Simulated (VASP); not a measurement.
## MgO: single point with HF

Crystal: MgO.

```
Mg O
1.0
     2.62335    0.00000    0.00000
     0.00000    2.62335    0.00000
     0.00000    0.00000    2.62335
Mg O
1 1
Direct
  0.00000 0.00000 0.00000
  0.50000 0.50000 0.50000
```

| Quantity | Value |
| --- | --- |
| Program | VASP 6.6.1 |
| Task | single point |
| Functional | HF |
| Potentials or basis | VASP PAW PBE potentials, release 64 (Mg, O) |
| Cutoff | 520 eV |
| k mesh | 6 × 6 × 6 |
| Occupations | gaussian, width 0.01 eV |
| Spin | no spin polarisation |

The pressure is -4.1 GPa. The band gap on the k mesh is 12.75 eV (least direct gap 14.08 eV).

Levels at points of the mesh, in eV from the valence-band top:
```tsv
k point	band 1	band 2	band 3	band 4	band 5	band 6	band 7	band 8
(0.00, 0.00, 0.00)	-25.01	-1.33	-1.33	-1.33	12.75	21.17	21.17	33.18
(0.50, 0.00, 0.00)	-23.57	-8.03	-0.74	-0.74	17.83	21.37	25.99	28.74
(0.50, 0.50, 0.00)	-22.52	-6.00	-6.00	0.00	15.14	24.41	24.41	24.82
(0.50, 0.50, 0.50)	-21.49	-4.71	-4.71	-4.71	17.94	17.94	17.94	28.15
```

Run time: 12 min on 1 thread of Intel Xeon 8259CL (shared host), peak memory 0.14 GiB.

Caveat: the cell stands under tension; the PAW data sets were made with another functional, which shifts forces and pressure a little. A k mesh can miss the band edges.
